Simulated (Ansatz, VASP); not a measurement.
## In: VASP beside Ansatz

```
In
1.0
     3.35336    0.00000    0.00000
    -1.67668    2.90409    0.00000
     0.00000    0.00000    8.65265
In
3
Cartesian
  1.6767 0.9680 5.8809
  1.6767 0.9680 2.7718
  0.0000 0.0000 0.0000
```

Alike in both runs: functional PBE; k mesh 18 × 18 × 6; occupations gaussian, width 0.1 eV; no spin polarisation.

Ansatz relaxed the structure, and its values are those at the end. VASP's run is a single point on that final structure, the one shown.

|  | VASP | Ansatz |
| --- | --- | --- |
| version | VASP 6.6.1 | Ansatz 0.2.0 |
| potentials or method | VASP PAW PBE potentials, release 64 (In_d), cutoff 520 eV | scalar-relativistic, plane waves, PAW |
| valence electrons in the cell | 39 | 39 |

```csv
,VASP,Ansatz,Ansatz less VASP
gap on the k mesh at the Fermi level (eV),none,none,-
pressure (GPa),-0.1,0.0,+0.06
```

A gap of «none» marks a metal or a gap that the smearing closes.
